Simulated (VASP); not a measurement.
# Al2Pt (Fm-3m) in VASP: notebook

The runs below take Al2Pt through single point, relaxation of cell and atoms, with r2SCAN, PBE.

Program: VASP 6.6.1. These are calculated values, not measurements. Logs are shortened: lines on timing, memory, paths and dates and some standing lists are left out, and cuts for length are marked.

## 1. The cell of the first run

Symmetry: Fm-3m, No. 225, cubic system. Conventional cell: a = 6.019 Å, b = 6.019 Å, c = 6.019 Å, α = 90.00°, β = 90.00°, γ = 90.00°. Within 3.4 Å of Al (site symmetry -43m) lie 4 Pt at 2.61 Å and 6 Al at 3.01 Å. Pt (site symmetry m-3m) has 8 Al at 2.61 Å within 3.4 Å.

## 2. Single point, r2SCAN

The input, POSCAR:

```
Al2Pt
1.0
    0.0000000000      3.0092879500      3.0092879500
    3.0092879500      0.0000000000      3.0092879500
    3.0092879500      3.0092879500      0.0000000000
Al Pt
2 1
Direct
    0.2500000000      0.2500000000      0.2500000000
    0.7500000000      0.7500000000      0.7500000000
    0.0000000000      0.0000000000      0.0000000000
```

The input, INCAR.step1:

```
SYSTEM = Al2Pt
ALGO = Normal
EDIFF = 1E-4
ENCUT = 520
GGA = PE
ISMEAR = -1
LASPH = .TRUE.
LCHARG = .FALSE.
LREAL = .FALSE.
LWAVE = .TRUE.
NBANDS = 15
NELM = 100
PREC = Accurate
SIGMA = 0.1
```

The input, INCAR.step2:

```
SYSTEM = Al2Pt
ALGO = Normal
EDIFF = 1E-6
ENCUT = 520
ISIF = 2
ISMEAR = -1
ISTART = 1
LASPH = .TRUE.
LCHARG = .FALSE.
LMIXTAU = .TRUE.
LREAL = .FALSE.
LWAVE = .FALSE.
METAGGA = R2SCAN
NBANDS = 15
NELM = 100
PREC = Accurate
SIGMA = 0.1
```

The input, KPOINTS:

```
k-points
0
G
  10 10 10
  0 0 0
```

Potentials or basis: VASP PAW PBE potentials, release 64 (Al, Pt).

Command:

```
$ cat potpaw_PBE.64/Al/POTCAR potpaw_PBE.64/Pt/POTCAR > POTCAR
$ cp INCAR.step1 INCAR
$ mpirun -np 1 vasp_std > vasp.out
$ cp INCAR.step2 INCAR
$ mpirun -np 1 vasp_std > vasp.out
```

OUTCAR:

```text
SYSTEM = Al2Pt
   EDIFF = 1E-6
   ENCUT = 520
   ISIF = 2
   ISMEAR = -1
   ISTART = 1
   LASPH = .TRUE.
   LREAL = .FALSE.
   METAGGA = R2SCAN
   NELM = 100
   PREC = Accurate

 ion  position               nearest neighbor table
   1  0.250  0.250  0.250-   3 2.61   3 2.61   3 2.61   3 2.61   2 3.01   2 3.01   2 3.01   2 3.01
                             2 3.01   2 3.01
   2  0.750  0.750  0.750-   3 2.61   3 2.61   3 2.61   3 2.61   1 3.01   1 3.01   1 3.01   1 3.01
                             1 3.01   1 3.01
   3  0.000  0.000  0.000-   2 2.61   2 2.61   2 2.61   1 2.61   1 2.61   1 2.61   2 2.61   1 2.61

  LATTYP: Found a face centered cubic cell.
 ALAT       =     6.0185759000

  Lattice vectors:

 A1 = (   0.0000000000,   3.0092879500,   3.0092879500)
 A2 = (   3.0092879500,   0.0000000000,   3.0092879500)
 A3 = (   3.0092879500,   3.0092879500,   0.0000000000)

Analysis of symmetry for initial positions (statically):
=====================================================================
 Subroutine PRICEL returns:
 Original cell was already a primitive cell.

 Routine SETGRP: Setting up the symmetry group for a
 face centered cubic supercell.

 Subroutine GETGRP returns: Found 48 space group operations
 (whereof 48 operations were pure point group operations)
 out of a pool of 48 trial point group operations.

The static configuration has the point symmetry O_h .

Analysis of symmetry for dynamics (positions and initial velocities):
=====================================================================
 Subroutine PRICEL returns:
 Original cell was already a primitive cell.

 Routine SETGRP: Setting up the symmetry group for a
 face centered cubic supercell.

 Subroutine GETGRP returns: Found 48 space group operations
 (whereof 48 operations were pure point group operations)
 out of a pool of 48 trial point group operations.

The dynamic configuration has the point symmetry O_h .

 Subroutine INISYM returns: Found 48 space group operations
 (whereof 48 operations are pure point group operations),
 and found     1 'primitive' translations

----------------------------------------------------------------------------------------

                                     Primitive cell

  volume of cell :      54.5031

  direct lattice vectors                    reciprocal lattice vectors
     0.000000000  3.009287950  3.009287950    -0.166152262  0.166152262  0.166152262
     3.009287950  0.000000000  3.009287950     0.166152262 -0.166152262  0.166152262
     3.009287950  3.009287950  0.000000000     0.166152262  0.166152262 -0.166152262

  length of vectors
     4.255775832  4.255775832  4.255775832     0.287784160  0.287784160  0.287784160

  position of ions in fractional coordinates (direct lattice)
     0.250000000  0.250000000  0.250000000
     0.750000000  0.750000000  0.750000000
     0.000000000  0.000000000  0.000000000

  ion indices of the primitive-cell ions
   primitive index   ion index
                 1           1
                 2           2
                 3           3

----------------------------------------------------------------------------------------

 KPOINTS: k-points

Automatic generation of k-mesh.
 Grid dimensions read from file:
 generate k-points for:   10   10   10

 Generating k-lattice:

  Cartesian coordinates                     Fractional coordinates (reciprocal lattice)
    -0.016615226  0.016615226  0.016615226     0.100000000  0.000000000  0.000000000
     0.016615226 -0.016615226  0.016615226     0.000000000  0.100000000  0.000000000
     0.016615226  0.016615226 -0.016615226     0.000000000  0.000000000  0.100000000

  Length of vectors
     0.028778416  0.028778416  0.028778416

  Shift w.r.t. Gamma in fractional coordinates (k-lattice)
     0.000000000  0.000000000  0.000000000

 Subroutine IBZKPT returns following result:
 ===========================================

 Found     47 irreducible k-points:

 Following reciprocal coordinates:
            Coordinates               Weight
  0.000000  0.000000  0.000000      1.000000
  0.100000  0.000000  0.000000      8.000000
  0.200000  0.000000  0.000000      8.000000
  0.300000  0.000000  0.000000      8.000000
  0.400000  0.000000  0.000000      8.000000
  0.500000  0.000000  0.000000      4.000000
[... 16 lines left out ...]
  0.300000  0.300000  0.000000      6.000000
  0.400000  0.300000  0.000000     24.000000
 [... further k-points ...]
   k-points           NKPTS =     47   k-points in BZ     NKDIM =     47   number of bands    NBANDS=     15
   number of dos      NEDOS =    301   number of ions     NIONS =      3
   total plane-waves  NPLWV =  32768
   dimension x,y,z NGX =    32 NGY =   32 NGZ =   32
   dimension x,y,z NGXF=    64 NGYF=   64 NGZF=   64
   ions per type =               2   1
   NGX,Y,Z   is equivalent  to a cutoff of  12.50, 12.50, 12.50 a.u.
   NGXF,Y,Z  is equivalent  to a cutoff of  25.00, 25.00, 25.00 a.u.
 SYSTEM =  Al2Pt
   PREC   = accura    normal or accurate (medium, high low for compatibility)
   ISTART =      1    job   : 0-new  1-cont  2-samecut
   ICHARG =      0    charge: 1-file 2-atom 10-const
   ISPIN  =      1    spin polarized calculation?
   LNONCOLLINEAR =      F non collinear calculations
   LSORBIT =      F    spin-orbit coupling
   LASPH  =      T    aspherical Exc in radial PAW
   ENCUT  =  520.0 eV  38.22 Ry    6.18 a.u.   7.91  7.91  7.91*2*pi/ulx,y,z
   NELM   =    100;   NELMIN=  2; NELMDL=  0     # of ELM steps
   EDIFF  = 0.1E-05   stopping-criterion for ELM
   LREAL  =      F    real-space projection
   EDIFFG = 0.1E-04   stopping-criterion for IOM
   NSW    =      0    number of steps for IOM
   IBRION =     -1    ionic relax: 0-MD 1-quasi-New 2-CG
   NFREE  =      0    steps in history (QN), initial steepest desc. (CG)
   ISIF   =      2    stress and relaxation
   ISYM   =      2    0-nonsym 1-usesym 2-fastsym
   POTIM  = 0.5000    time-step for ionic-motion
   TEBEG  =    0.0;   TEEND  =   0.0 temperature during run
   PSTRESS=    0.0 pullay stress
   NELECT =      16.0000    total number of electrons
   NUPDOWN=      -1.0000    fix difference up-down
   EMIN   =  10.00;   EMAX   =-10.00  energy-range for DOS
   EFERMI =   0.00;   METHOD = LEGACY
   ISMEAR =    -1;   SIGMA  =   0.10  broadening in eV -4-tet -1-fermi 0-gaus
   EFERMI_NEDOS =   21; number of points for ismear=-14 and -15
   IALGO  =     38    algorithm
   IMIX   =      4    mixing-type and parameters
     AMIX     =   0.40;   BMIX     =  1.00
     AMIX_MAG =   1.60;   BMIX_MAG =  1.00
  volume/ion in A,a.u.               =      18.17       122.60
  Fermi-wavevector in a.u.,A,eV,Ry     =   1.088031  2.056080 16.106719  1.183810
  Thomas-Fermi vector in A             =   2.224203
   LORBIT       =      0    0 simple, 1 ext, 2 COOP (PROOUT), +10 PAW based schemes
   METAGGA = R2SCAN    functional components
   LHFCALC =     F    Hartree Fock is set to
   AEXX    =    0.0000 exact exchange contribution
   IVDW    =     0    specifies the selected vdW correction
   LEPSILON=     F    determine dielectric tensor
   LRPA    =     F    only Hartree local field effects (RPA)
 non-spin polarized calculation
  energy-cutoff  :      520.00
  volume of cell :       54.50
 maximum number of plane-waves:      1479
   NGX = 15   NGY = 15   NGZ = 15

 number of electron      16.0000001 magnetization

 Free energy of the ion-electron system (eV)
  ---------------------------------------------------
  ext. energy  EPLUGINS =         0.00000000
  ---------------------------------------------------
  free energy    TOTEN  =       -67.85415861 eV

  energy without entropy =      -67.81768262  energy(sigma->0) =      -67.83592062

 E-fermi :   7.1606     XC(G=0): -11.2067

 val. band max:        7.1151611901   @ k =   0.5000   0.3000   0.1000
 cond. band min:       7.2730941051   @ k =   0.2000   0.0000   0.0000
 fundamental gap:      0.1579329150
 Fermi energy:         7.1605564115

 k-point     1 :       0.0000    0.0000    0.0000
  band No.  band energies     occupation
      1      -3.1914      2.00000
      2       2.1347      2.00000
      3       2.1347      2.00000
      4       2.1347      2.00000
      5       3.4871      2.00000
      6       3.4871      2.00000
      7      10.3898      0.00000
      8      11.0886      0.00000
      9      11.0886      0.00000
     10      11.0886      0.00000
     11      12.6252      0.00000
     12      12.6252      0.00000
     13      12.6252      0.00000
     14      13.8656      0.00000
     15      13.8656      0.00000

 k-point     2 :       0.1000    0.0000    0.0000
  band No.  band energies     occupation
      1      -3.0521      2.00000
      2       2.0535      2.00000
      3       2.1812      2.00000
      4       2.1812      2.00000
      5       3.4724      2.00000
      6       3.4724      2.00000
      7       9.3937      0.00000
      8      10.6292      0.00000
      9      10.6641      0.00000
     10      10.6641      0.00000
     11      13.0787      0.00000
     12      13.0787      0.00000
     13      13.5833      0.00000
     14      13.5969      0.00000
     15      13.5969      0.00000

 k-point     3 :       0.2000    0.0000    0.0000
  band No.  band energies     occupation
      1      -2.6438      2.00000
      2       1.8442      2.00000
      3       2.2948      2.00000
      4       2.2948      2.00000
      5       3.4589      2.00000
      6       3.4589      2.00000
      7       7.2731      0.49003
      8       9.8765      0.00000
      9       9.8765      0.00000
     10      10.9943      0.00000
     11      13.0243      0.00000
     12      13.0243      0.00000
     13      13.1235      0.00000
     14      14.1534      0.00000
     15      14.1534      0.00000

 k-point     4 :       0.3000    0.0000    0.0000
  band No.  band energies     occupation
      1      -2.0048      2.00000
      2       1.5699      2.00000
      3       2.4047      2.00000
      4       2.4047      2.00000
      5       3.5133      2.00000
      6       3.5133      2.00000
      7       5.3832      2.00000
      8       9.0676      0.00000
      9       9.0676      0.00000
     10      11.3089      0.00000
     11      12.6902      0.00000
     12      12.6902      0.00000
     13      12.7355      0.00000
     14      15.3325      0.00000
     15      15.3325      0.00000
[... 307 lines left out ...]
 k-point    22 :      -0.2000    0.2000    0.0000
  band No.  band energies     occupation
      1      -1.7710      2.00000
      2       1.5375      2.00000
      3       2.3706      2.00000
      4       2.5796      2.00000
      5       3.2535      2.00000
      6       3.6864      2.00000
      7       5.6283      2.00000
      8       6.7930      1.95058
      9       9.3501      0.00000
     10      11.5957      0.00000
     11      12.5934      0.00000
     12      12.8470      0.00000
     13      14.1742      0.00000
     14      14.1965      0.00000
     15      15.6491      0.00000

 k-point    23 :       0.3000    0.3000    0.0000
  band No.  band energies     occupation
      1      -1.5485      2.00000
      2       1.4313      2.00000
      3       2.7503      2.00000
      4       2.7503      2.00000
      5       2.7913      2.00000
      6       3.7965      2.00000
      7       6.0875      1.99996
      8       7.0524      1.49344
      9       7.0524      1.49342
     10      10.3136      0.00000
     11      11.1014      0.00000
     12      15.7191      0.00000
     13      15.7191      0.00000
     14      15.7926      0.00000
     15      16.0034      0.00000

 k-point    24 :       0.4000    0.3000    0.0000
  band No.  band energies     occupation
      1      -0.9090      2.00000
      2       1.2925      2.00000
      3       2.4795      2.00000
      4       2.9246      2.00000
      5       3.1037      2.00000
      6       3.8505      2.00000
      7       4.7712      2.00000
      8       6.5150      1.99686
      9       6.5830      1.99381
     10      10.4981      0.00000
     11      11.2826      0.00000
     12      15.0144      0.00000
     13      15.8519      0.00000
     14      16.4813      0.00000
     15      17.2576      0.00000

 [... further k-points ...]
[... 5 lines left out ...]
  --------------------------------------------------------------------------------------
  -------------------------------------------------------------------------------------
  Total       -2.5264728     -2.5264728     -2.5264728      0.0000000      0.0000000      0.0000000
  in kB      -74.2683847    -74.2683847    -74.2683847      0.0000000      0.0000000      0.0000000
  external PRESSURE =     -74.2683847 kB  Pullay stress =       0.0000000 kB

 VOLUME and BASIS-vectors are now :
 -----------------------------------------------------------------------------
  energy-cutoff  :      520.00
  volume of cell :       54.50
      direct lattice vectors                 reciprocal lattice vectors
     0.000000000  3.009287950  3.009287950    -0.166152262  0.166152262  0.166152262
     3.009287950  0.000000000  3.009287950     0.166152262 -0.166152262  0.166152262
     3.009287950  3.009287950  0.000000000     0.166152262  0.166152262 -0.166152262

 POSITION                                       TOTAL-FORCE (eV/Angst)
 -----------------------------------------------------------------------------------
      1.50464      1.50464      1.50464        -0.000000     -0.000000      0.000000
      4.51393      4.51393      4.51393         0.000000      0.000000     -0.000000
      0.00000      0.00000      0.00000         0.000000      0.000000     -0.000000
 -----------------------------------------------------------------------------------
    total drift:                                0.000000     -0.000000      0.000000

  FREE ENERGIE OF THE ION-ELECTRON SYSTEM (eV)
  ---------------------------------------------------
  free  energy   TOTEN  =       -67.8541586115 eV

  energy  without entropy=      -67.8176826234  energy(sigma->0) =      -67.83592062
```

It took 3 min on 1 thread of Intel Xeon 8259CL, shared host; peak memory 0.21 GiB.

Results:

```yaml
Free_energy: -67.8542 eV
Pressure: -7.4 GPa
Band_gap_on_the_k_mesh: zero (bands 8 and 9 overlap by 5.53 eV)
```

Caveat: the cell stands under tension; the PAW data sets were made with another functional, which shifts forces and pressure a little; spin-orbit coupling is left out, which moves the levels of the heavy elements.

## 3. Relaxation of cell and atoms, PBE

This run uses another cell than the first one, of 17.20 Å³/atom.

The input, INCAR:

```
PREC = Accurate
ENCUT = 600
EDIFF = 1E-7
ISMEAR = -1
SIGMA = 0.1
LREAL = False
LASPH = True
NELM = 100
ALGO = Normal
ISIF = 3
LWAVE = False
LCHARG = False
GGA = PE
IBRION = 2
NSW = 80
EDIFFG = -0.01
```

The input, KPOINTS:

```
regular mesh
0
Gamma
  9 9 9
```

The input, POSCAR:

```
Al2Pt
1.0
    0.0000000000      2.9550000000      2.9550000000
    2.9550000000      0.0000000000      2.9550000000
    2.9550000000      2.9550000000      0.0000000000
Al Pt
2 1
Direct
    0.2500000000      0.2500000000      0.2500000000
    0.7500000000      0.7500000000      0.7500000000
    0.0000000000      0.0000000000      0.0000000000
```

Potentials or basis: VASP PAW PBE potentials, release 64 (Al, Pt).

Command:

```
$ cat potpaw_PBE.64/Al/POTCAR potpaw_PBE.64/Pt/POTCAR > POTCAR
$ mpirun -np 1 vasp_std > vasp.out
```

Wall time 2.2 min (1 thread of Intel Xeon 8259CL, shared host); peak memory 0.22 GiB.

The run converged. Its results:

```
Free energy                           : -16.2792 eV
Relaxed volume                        : 17.50 Å³/atom
Relaxed cell                          : a = 4.203 Å, b = 4.203 Å, c = 4.203 Å, α = 60.00°, β = 60.00°, γ = 60.00°
Space group after relaxing (to 0.1 Å) : Fm-3m (No. 225)
Energy gained by relaxing             : 2.1 meV/atom
Ionic steps                           : 3
Pressure after relaxing               : 0.0 GPa
Band gap on the k mesh                : zero (bands 8 and 9 overlap by 5.24 eV)
```

Step by step:
```
step  energy change (eV)  largest force (eV/Å)  pressure (GPa)  volume (Å³)
   1              0.0000                0.0000            2.32        51.61
   2              0.0010                0.0000           -2.33        53.49
   3             -0.0063                0.0000            0.01        52.50
```

Final structure:
```yaml
crystal:
  lattice:
    - [0.00000, 2.97191, 2.97191]
    - [2.97191, 0.00000, 2.97191]
    - [2.97191, 2.97191, 0.00000]
  atoms:
    - { symbol: Al, position: [0.25000, 0.25000, 0.25000] }
    - { symbol: Al, position: [0.75000, 0.75000, 0.75000] }
    - { symbol: Pt, position: [0.00000, 0.00000, 0.00000] }
```

Levels at points of the mesh, in eV from the Fermi level:
```
           k point  band 4  band 5  band 6  band 7  band 8  band 9  band 10  band 11  band 12
(0.00, 0.00, 0.00)   -5.02   -3.68   -3.68    2.77    3.75    3.75     3.75     5.26     5.26
```

Caveat: spin-orbit coupling is left out, which moves the levels of the heavy elements.
